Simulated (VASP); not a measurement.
# Ca5GeN2 (I4/mcm) in VASP: single point with PBE

Aim: the single point of Ca5GeN2 with PBE.

All numbers are computed with VASP 6.6.1; they aren't measurements. Logs are shortened: lines on timing, memory, paths and dates and some standing lists are left out, and cuts for length are marked.

## Step 1: The cell of the first run

Symmetry: I4/mcm, No. 140, tetragonal system. The conventional cell has a = 7.013 Å, b = 7.013 Å, c = 13.202 Å, α = 90.00°, β = 90.00°, γ = 90.00°. Ca (site symmetry m) has 3 N at 2.35 to 2.78 Å and 4 Ca at 3.09 to 3.18 Å and 2 Ge at 3.15 Å within 3.2 Å. Within 3.4 Å of Ca (site symmetry 4/m) lie 4 N at 2.61 Å and 8 Ca at 3.09 Å and 2 Ge at 3.30 Å. Ge (site symmetry 422) has 10 Ca at 3.15 to 3.30 Å and 8 N at 4.21 Å within 4.3 Å. Within 3.1 Å of N (site symmetry m2m) lie 8 Ca at 2.35 to 2.78 Å.

## Step 2: Single point, PBE

Input file INCAR:

```
PREC = Accurate
ENCUT = 520
EDIFF = 1E-7
ISMEAR = 0
SIGMA = 0.15
LREAL = Auto
LASPH = T
NELM = 80
ALGO = Normal
ISIF = 2
LWAVE = F
LCHARG = F
GGA = PE
NBANDS = 88
```

Input file KPOINTS:

```
Automatic mesh
0
Gamma
  3 3 3
```

Input file POSCAR:

```
Ca5GeN2
1.0
   -3.5065135050      3.5065135050      6.6010548865
    3.5065135050     -3.5065135050      6.6010548865
    3.5065135050      3.5065135050     -6.6010548865
Ca Ge N
10 2 4
Direct
    0.2763863569      0.4643321270      0.5000000000
    0.0356678730      0.2236136431      0.5000000000
    0.7236136431      0.5356678730      0.5000000000
    0.9643321270      0.7763863569      0.5000000000
    0.7763863569      0.2763863569      0.8120542299
    0.5356678730      0.0356678730      0.8120542299
    0.0000000000      0.0000000000      0.0000000000
    0.2236136431      0.7236136431      0.1879457701
    0.4643321270      0.9643321270      0.1879457701
    0.5000000000      0.5000000000      0.0000000000
    0.7500000000      0.7500000000      0.0000000000
    0.2500000000      0.2500000000      0.0000000000
    0.3310828062      0.1689171938      0.5000000000
    0.6689171938      0.8310828062      0.5000000000
    0.8310828062      0.3310828062      0.1621656124
    0.1689171938      0.6689171938      0.8378343876
```

Potentials or basis: VASP PAW PBE potentials, release 64 (Ca_sv, Ge_d, N).

Started as:

```console
$ cat potpaw_PBE.64/Ca_sv/POTCAR potpaw_PBE.64/Ge_d/POTCAR potpaw_PBE.64/N/POTCAR > POTCAR
$ mpirun -np 1 vasp_std > vasp.out
```

OUTCAR:

```text
PREC = Accurate
   ENCUT = 520
   EDIFF = 1E-7
   ISMEAR = 0
   LREAL = Auto
   LASPH = T
   NELM = 80
   ISIF = 2
   GGA = PE

 ion  position               nearest neighbor table
   1  0.276  0.464  0.500-  13 2.35   7 3.09  10 3.09   4 3.09
   2  0.036  0.224  0.500-  13 2.35  10 3.09   7 3.09   3 3.09
   3  0.724  0.536  0.500-  14 2.35   7 3.09  10 3.09   2 3.09
   4  0.964  0.776  0.500-  14 2.35  10 3.09   7 3.09   1 3.09
   5  0.776  0.276  0.812-  15 2.35  10 3.09   7 3.09   9 3.09
   6  0.536  0.036  0.812-  15 2.35  10 3.09   7 3.09   8 3.09
   7  0.000  0.000  0.000-   1 3.09   6 3.09   9 3.09   3 3.09   8 3.09   5 3.09   2 3.09   4 3.09

   8  0.224  0.724  0.188-  16 2.35  10 3.09   7 3.09   6 3.09
   9  0.464  0.964  0.188-  16 2.35  10 3.09   7 3.09   5 3.09
  10  0.500  0.500  0.000-   4 3.09   6 3.09   9 3.09   2 3.09   8 3.09   5 3.09   1 3.09   3 3.09

  11  0.750  0.750  0.000-
  12  0.250  0.250  0.000-
  13  0.331  0.169  0.500-   1 2.35   2 2.35
  14  0.669  0.831  0.500-   3 2.35   4 2.35
  15  0.831  0.331  0.162-   6 2.35   5 2.35
  16  0.169  0.669  0.838-   9 2.35   8 2.35

  LATTYP: Found a body centered tetragonal cell.
 ALAT       =     7.0130270100
 C/A-ratio  =     1.8825123237

  Lattice vectors:

 A1 = (  -3.5065135050,   3.5065135050,   6.6010548865)
 A2 = (   3.5065135050,  -3.5065135050,   6.6010548865)
 A3 = (   3.5065135050,   3.5065135050,  -6.6010548865)

Analysis of symmetry for initial positions (statically):
=====================================================================
 Subroutine PRICEL returns:
 Original cell was already a primitive cell.

 Routine SETGRP: Setting up the symmetry group for a
 body centered tetragonal supercell.

 Subroutine GETGRP returns: Found 16 space group operations
 (whereof  8 operations were pure point group operations)
 out of a pool of 16 trial point group operations.

The static configuration has the point symmetry C_4h.
 The point group associated with its full space group is D_4h.

Analysis of symmetry for dynamics (positions and initial velocities):
=====================================================================
 Subroutine PRICEL returns:
 Original cell was already a primitive cell.

 Routine SETGRP: Setting up the symmetry group for a
 body centered tetragonal supercell.

 Subroutine GETGRP returns: Found 16 space group operations
[... 117 lines left out ...]
   IBRION =     -1    ionic relax: 0-MD 1-quasi-New 2-CG
   NFREE  =      0    steps in history (QN), initial steepest desc. (CG)
   ISIF   =      2    stress and relaxation
   ISYM   =      2    0-nonsym 1-usesym 2-fastsym
   POTIM  = 0.5000    time-step for ionic-motion
   TEBEG  =    0.0;   TEEND  =   0.0 temperature during run
   PSTRESS=    0.0 pullay stress
   NELECT =     148.0000    total number of electrons
   NUPDOWN=      -1.0000    fix difference up-down
   EMIN   =  10.00;   EMAX   =-10.00  energy-range for DOS
   EFERMI =   0.00;   METHOD = LEGACY
   ISMEAR =     0;   SIGMA  =   0.15  broadening in eV -4-tet -1-fermi 0-gaus
   EFERMI_NEDOS =   21; number of points for ismear=-14 and -15
   IALGO  =     38    algorithm
   IMIX   =      4    mixing-type and parameters
     AMIX     =   0.40;   BMIX     =  1.00
     AMIX_MAG =   1.60;   BMIX_MAG =  1.00
  volume/ion in A,a.u.               =      20.29       136.93
  Fermi-wavevector in a.u.,A,eV,Ry     =   1.259952  2.380964 21.598958  1.587479
  Thomas-Fermi vector in A             =   2.393486
   LORBIT       =      0    0 simple, 1 ext, 2 COOP (PROOUT), +10 PAW based schemes
   GGA     = PE    functional components
   LHFCALC =     F    Hartree Fock is set to
   AEXX    =    0.0000 exact exchange contribution
   IVDW    =     0    specifies the selected vdW correction
   LEPSILON=     F    determine dielectric tensor
   LRPA    =     F    only Hartree local field effects (RPA)
 non-spin polarized calculation
 Gauss-broadening in eV      SIGMA  =   0.15
  energy-cutoff  :      520.00
  volume of cell :      324.66
 maximum number of plane-waves:      8754
 NGX is ok and might be reduce to    64
   NGX = 31   NGY = 31   NGZ = 31

 number of electron     148.0000005 magnetization

 Free energy of the ion-electron system (eV)
  ---------------------------------------------------
  ext. energy  EPLUGINS =         0.00000000
  ---------------------------------------------------
  free energy    TOTEN  =       -72.03586670 eV

  energy without entropy =      -72.01613478  energy(sigma->0) =      -72.02600074

 E-fermi :   3.7605     XC(G=0):  -9.7369

 val. band max:        3.6288579134   @ k =  -0.3333   0.3333   0.0000
 cond. band min:       3.7612128529   @ k =   0.0000   0.0000   0.0000
 fundamental gap:      0.1323549395
 Fermi energy:         3.7605466668

 k-point     1 :       0.0000    0.0000    0.0000
  band No.  band energies     occupation
      1     -36.6553      2.00000
      2     -36.5632      2.00000
      3     -36.5587      2.00000
      4     -36.5435      2.00000
      5     -36.5284      2.00000
      6     -36.5260      2.00000
[... 523 lines left out ...]
     85       7.0233      0.00000
     86       7.0233      0.00000
 [bands above 86 left out]

------------------------ aborting loop because EDIFF is reached ----------------------------------------

  FORCE on cell =-STRESS in cart. coord.  units (eV):
  Direction    XX          YY          ZZ          XY          YZ          ZX
  --------------------------------------------------------------------------------------
  -------------------------------------------------------------------------------------
  Total        0.8913031      0.8913031      0.7977056      0.0000000     -0.0000000      0.0000000
  in kB        4.3985713      4.3985713      3.9366686      0.0000000     -0.0000000      0.0000000
  external PRESSURE =       4.2446037 kB  Pullay stress =       0.0000000 kB

 VOLUME and BASIS-vectors are now :
 -----------------------------------------------------------------------------
  energy-cutoff  :      520.00
  volume of cell :      324.66
      direct lattice vectors                 reciprocal lattice vectors
    -3.506513505  3.506513505  6.601054887     0.000000000  0.142591779  0.075745469
     3.506513505 -3.506513505  6.601054887     0.142591779  0.000000000  0.075745469
     3.506513505  3.506513505 -6.601054887     0.142591779  0.142591779  0.000000000

 POSITION                                       TOTAL-FORCE (eV/Angst)
 -----------------------------------------------------------------------------------
      2.41229      1.09422      1.58900        -0.023304      0.023304     -0.049837
      2.41229      1.09422     -1.58900        -0.023304      0.023304      0.049837
      1.09422      2.41229      5.01206         0.023304     -0.023304      0.049837
      1.09422      2.41229      8.19005         0.023304     -0.023304     -0.049837
      1.09422      4.60074      1.58900         0.023304      0.023304     -0.049837
      1.09422      4.60074     -1.58900         0.023304      0.023304      0.049837
[... 8 lines left out ...]
     -1.18462      2.32189      6.60105        -0.016866     -0.016866     -0.000000
      4.69113      1.18462      0.00000         0.016866      0.016866     -0.000000
 -----------------------------------------------------------------------------------
    total drift:                               -0.000000      0.000000      0.000000

  FREE ENERGIE OF THE ION-ELECTRON SYSTEM (eV)
  ---------------------------------------------------
  free  energy   TOTEN  =       -72.0358666998 eV

  energy  without entropy=      -72.0161347784  energy(sigma->0) =      -72.02600074
```

OSZICAR:

```text
N       E                     dE             d eps       ncg     rms          rms(c)
DAV:   1     0.205822071484E+04    0.20582E+04   -0.69685E+04  1296   0.240E+03
DAV:   2     0.290397512546E+03   -0.17678E+04   -0.17046E+04  1072   0.830E+02
DAV:   3    -0.449536813534E+02   -0.33535E+03   -0.32627E+03  1344   0.229E+02
DAV:   4    -0.813952907135E+02   -0.36442E+02   -0.36204E+02  1448   0.809E+01
DAV:   5    -0.852582454845E+02   -0.38630E+01   -0.38542E+01  1912   0.230E+01    0.216E+01
DAV:   6    -0.729457909393E+02    0.12312E+02   -0.11256E+02  1480   0.210E+01    0.116E+01
DAV:   7    -0.722430427169E+02    0.70275E+00   -0.15083E+01  1336   0.911E+00    0.484E+00
DAV:   8    -0.720510722869E+02    0.19197E+00   -0.21462E+00  1376   0.437E+00    0.135E+00
DAV:   9    -0.720301144112E+02    0.20958E-01   -0.58321E-01  1776   0.181E+00    0.661E-01
DAV:  10    -0.720341606698E+02   -0.40463E-02   -0.11095E-01  1368   0.866E-01    0.300E-01
DAV:  11    -0.720356707739E+02   -0.15101E-02   -0.13257E-02  1568   0.327E-01    0.151E-01
DAV:  12    -0.720358450510E+02   -0.17428E-03   -0.20517E-03  1616   0.145E-01    0.673E-02
DAV:  13    -0.720358666910E+02   -0.21640E-04   -0.32460E-04  1504   0.683E-02    0.151E-02
DAV:  14    -0.720358672180E+02   -0.52700E-06   -0.36056E-05  1776   0.262E-02    0.757E-03
DAV:  15    -0.720358676720E+02   -0.45402E-06   -0.10460E-05  1680   0.833E-03    0.272E-03
DAV:  16    -0.720358667657E+02    0.90625E-06   -0.23471E-06  1184   0.442E-03    0.838E-04
DAV:  17    -0.720358666998E+02    0.65927E-07   -0.27198E-07   896   0.189E-03
   1 F= -.72035867E+02 E0= -.72026001E+02  d E =-.197319E-01
```

stdout:

```text
POSCAR found type information on POSCAR CaGeN
 POSCAR found :  3 types and      16 ions
 scaLAPACK will be used
 LDA part: xc-table for (Slater+PW92), standard interpolation
 POSCAR, INCAR and KPOINTS ok, starting setup
 FFT: planning ... GRIDC
 FFT: planning ... GRID_SOFT
 FFT: planning ... GRID
 WAVECAR not read
 entering main loop
```

Run time: 8.3 min. Hardware: 1 thread of AMD EPYC 9R45 (Zen 5), shared host; peak memory 0.59 GiB.

Results:

| Quantity | Value |
| --- | --- |
| Free energy | -72.0359 eV |
| Pressure | 0.4 GPa |
| Largest force | 0.060 eV/Å |
| Band gap on the k mesh | 0.13 eV (least direct gap 0.20 eV) |

Forces on the atoms (eV/Å):
```
Ca  -0.023  0.023 -0.050
Ca  -0.023  0.023  0.050
Ca   0.023 -0.023  0.050
Ca   0.023 -0.023 -0.050
Ca   0.023  0.023 -0.050
Ca   0.023  0.023  0.050
Ca   0.000  0.000  0.000
Ca  -0.023 -0.023  0.050
Ca  -0.023 -0.023 -0.050
Ca   0.000  0.000  0.000
Ge   0.000  0.000  0.000
Ge   0.000  0.000  0.000
N    0.017 -0.017  0.000
N   -0.017  0.017  0.000
N   -0.017 -0.017  0.000
N    0.017  0.017  0.000
```

Levels at points of the mesh, in eV from the valence-band top:
```csv
k point,band 72,band 73,band 74,band 75,band 76,band 77
"(0.00, 0.00, 0.00)",-0.15,-0.15,-0.07,0.13,0.23,1.73
```

Caveat: an odd mesh through Γ misses points on the zone boundary, where band edges can lie.
